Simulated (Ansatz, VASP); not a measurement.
# PbS: VASP beside Ansatz

File INCAR:

```
SYSTEM = PbS
PREC = Accurate
ENCUT = 500
EDIFF = 1E-6
ISMEAR = 0
SIGMA = 0.02
LREAL = .FALSE.
LASPH = .TRUE.
NELM = 120
ALGO = Normal
ISIF = 2
LWAVE = .FALSE.
LCHARG = .TRUE.
GGA = PS
LELF = .TRUE.
LVHAR = .TRUE.
NBANDS = 17
GGA_COMPAT = .FALSE.
```

KPOINTS

```
Automatic mesh
0
G
  10 10 10
  0 0 0
```

File POSCAR:

```
PbS
1.0
    0.0000000000      2.9516717168      2.9516717168
    2.9516717168      0.0000000000      2.9516717168
    2.9516717168      2.9516717168      0.0000000000
Pb S
1 1
Direct
    0.5000000000      0.5000000000      0.5000000000
    0.0000000000      0.0000000000      0.0000000000
```

Input for Ansatz:

```yaml
crystal:
  lattice:
    - [0.0, 2.9516717168, 2.9516717168]
    - [2.9516717168, 0.0, 2.9516717168]
    - [2.9516717168, 2.9516717168, 0.0]
  atoms:
    - { symbol: Pb, position: [0.5, 0.5, 0.5] }
    - { symbol: S, position: [0.0, 0.0, 0.0] }
basis:
  ecutwfc: 600.0
kpoints:
  mp_grid: { grid: [10, 10, 10] }
hamiltonian:
  xc: pbesol
  pseudopotentials: { kind: paw, azcp: { folder: soft_1 } }
scf:
  occupations: { method: gaussian, width: 0.02 }
output:
  forces: true
  stress: true
  eigenvalues: true
```

Alike in both runs: task single point; functional PBEsol; k mesh 10 × 10 × 10; occupations gaussian, width 0.02 eV; no spin polarisation.

```csv
,VASP,Ansatz
version,VASP 6.6.1,Ansatz 0.2.0
potentials or method,"VASP PAW PBE potentials, release 64 (Pb_d, S), cutoff 500 eV","scalar-relativistic, plane waves, PAW"
valence electrons in the cell,20,20
```

```csv
,VASP,Ansatz,Ansatz less VASP
gap on the k mesh at the Fermi level (eV),0.20,0.20,+0.002
least direct gap on the mesh (eV),0.20,0.20,+0.002
pressure (GPa),-0.1,0.0,+0.06
```

VASP's potentials were made for PBE, not for PBEsol, and Ansatz warns of the same on its side.

Spin-orbit coupling is off throughout.
